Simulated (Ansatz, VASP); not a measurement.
# Two plane-wave programs on Ga3Se

```xyz
4
Lattice="4.4325 0.0000 0.0000 0.0000 4.4325 0.0000 0.0000 0.0000 4.4325" Properties=species:S:1:pos:R:3 pbc="T T T"
Ga    0.0000    2.2162    2.2162
Ga    2.2162    0.0000    2.2162
Ga    2.2162    2.2162    0.0000
Se    0.0000    0.0000    0.0000
```

Alike in both runs: task single point; functional r2SCAN; k mesh 10 × 10 × 10; occupations gaussian, width 0.1 eV; no spin polarisation.

|  | VASP | Ansatz |
| --- | --- | --- |
| version | VASP 6.6.1 | Ansatz 0.2.0 |
| potentials or method | VASP PAW PBE potentials, release 64 (Ga_d, Se), cutoff 520 eV | scalar-relativistic, plane waves, PAW |
| valence electrons in the cell | 45 | 55 |

Ansatz gave:

* gap on the k mesh at the Fermi level (eV): none
* pressure (GPa): -1.8

Problem. What did VASP give for the same quantities?

Solution. gap on the k mesh at the Fermi level (eV): none; pressure (GPa): -1.7.

VASP's potentials were made for PBE, not for r2SCAN. A gap of «none» marks a metal or a gap that the smearing closes. With one functional, cell and mesh, what is left measures potentials, basis and numerics. VASP's potentials hold 45 valence electrons a cell and Ansatz's 55, so a difference there can come from the potentials and not from the codes.
